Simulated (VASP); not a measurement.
A run of VASP 6.6.1 is set up as follows.

Contents of INCAR:

```
SYSTEM = MnO
ALGO = Normal ; EDIFF = 1E-6
ENCUT = 520 ; GGA = PS
ISIF = 2 ; ISMEAR = 0
ISPIN = 2 ; LASPH = .True.
LCHARG = .False. ; LDAU = .True.
LDAUJ = 0 0 ; LDAUL = 2 -1
LDAUPRINT = 1 ; LDAUTYPE = 2
LDAUU = 1.9 0 ; LMAXMIX = 4
LORBIT = 11 ; LREAL = .False.
LWAVE = .False. ; MAGMOM = 5 0
NBANDS = 20 ; NELM = 150
PREC = Accurate ; SIGMA = 0.05
```

KPOINTS

```
k-points
0
Gamma
  12 12 12
  0 0 0
```

Contents of POSCAR:

```
MnO
1.0
    0.0000000000      2.2220003343      2.2220003343
    2.2220003343      0.0000000000      2.2220003343
    2.2220003343      2.2220003343      0.0000000000
Mn O
1 1
Direct
    0.0000000000      0.0000000000      0.0000000000
    0.5000000000      0.5000000000      0.5000000000
```

Potentials or basis: VASP PAW PBE potentials, release 64 (Mn_pv, O).

Command:

```console
$ cat potpaw_PBE.64/Mn_pv/POTCAR potpaw_PBE.64/O/POTCAR > POTCAR
$ mpirun -np 1 vasp_std > vasp.out
```

**Question.** Estimate the band gap on the k mesh.

**Answer.** Zero (filled and empty bands overlap).

**Question.** Estimate the pressure.

**Answer.** 0.2 GPa.

Eigenvalues of the final occupation matrices:
```
    site  spin  trace               eigenvalues
site 1 d     1   4.74  0.93 0.93 0.93 0.97 0.97
site 1 d     2   0.24  0.02 0.02 0.02 0.09 0.09
```

Caveat: the PAW data sets were made with another functional, which shifts forces and pressure a little; a cell with one magnetic atom can't hold antiferromagnetic order, which such compounds often take. The state reached can hang on the start; a lower one may exist.
